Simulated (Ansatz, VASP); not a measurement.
This is a calculation of CO2 for Ansatz 0.2.0.

The input input.yaml:

```yaml
crystal:
  lattice:
    - [-1.9480382284, 1.9480382284, 2.9733224929]
    - [1.9480382284, -1.9480382284, 2.9733224929]
    - [1.9480382284, 1.9480382284, -2.9733224929]
  atoms:
    - { symbol: O, position: [0.875, 0.959798, 0.584798] }
    - { symbol: O, position: [0.375, 0.290202, 0.415202] }
    - { symbol: O, position: [0.040202, 0.625, 0.915202] }
    - { symbol: O, position: [0.709798, 0.125, 0.084798] }
    - { symbol: C, position: [0.0, 0.0, 0.0] }
    - { symbol: C, position: [0.75, 0.25, 0.5] }
kpoints:
  mp_grid: { grid: [9, 9, 9] }
scf:
  occupations: { method: fermi_dirac, width: 0.05 }
hamiltonian:
  xc: pbesol
  pseudopotentials: { kind: all_electron, lapw: { basis_error: 0.001 } }
output:
  forces: true
  stress: true
  eigenvalues: true
```

Potentials or basis: all-electron LAPW, scalar-relativistic.

Command:

```sh
$ ansatz run input.yaml --threads 4 --pin off --max-ram 12288MiB --backend cpu --events-out ev --progress --plain --runs-dir out
```

Translate it to VASP 6.6.1. Potentials there: VASP PAW PBE potentials, release 64 (O, C).

As run (the cutoff follows the program's own potentials):

The input INCAR:

```
ALGO = Normal
EDIFF = 1E-6
ENCUT = 520
GGA = PS
ISIF = 2
ISMEAR = -1
LASPH = T
LCHARG = F
LREAL = F
LWAVE = F
NBANDS = 25
NELM = 80
PREC = Accurate
SIGMA = 0.05
```

The input KPOINTS:

```
k-points
0
Gamma
  9 9 9
```

File POSCAR:

```
CO2
1.0
   -1.9480382284      1.9480382284      2.9733224929
    1.9480382284     -1.9480382284      2.9733224929
    1.9480382284      1.9480382284     -2.9733224929
O C
4 2
Direct
    0.8750000000      0.9597980000      0.5847980000
    0.3750000000      0.2902020000      0.4152020000
    0.0402020000      0.6250000000      0.9152020000
    0.7097980000      0.1250000000      0.0847980000
    0.0000000000      0.0000000000      0.0000000000
    0.7500000000      0.2500000000      0.5000000000
```

Potentials or basis: VASP PAW PBE potentials, release 64 (O, C).

Launch:

```console
$ cat potpaw_PBE.64/O/POTCAR potpaw_PBE.64/C/POTCAR > POTCAR
$ mpirun -np 1 vasp_std > vasp.out
```

Both were run:

|  | VASP | Ansatz | Ansatz less VASP |
| --- | --- | --- | --- |
| gap on the k mesh at the Fermi level (eV) | 7.69 | 7.75 | +0.057 |
| least direct gap on the mesh (eV) | 8.18 | 8.22 | +0.038 |
| pressure (GPa) | 6.3 | 4.8 | -1.53 |
| traceless stress, the component that is largest in VASP (GPa) | -1.76 | -1.69 | +0.072 |
| rms of the force components (eV/Å) | 0.225 | 0.190 | -0.0348 |

VASP's potentials were made for PBE, not for PBEsol. Atom by atom the forces differ by 0.035 eV/Å (rms over components). Ansatz ran all-electron here, and VASP with PAW potentials.
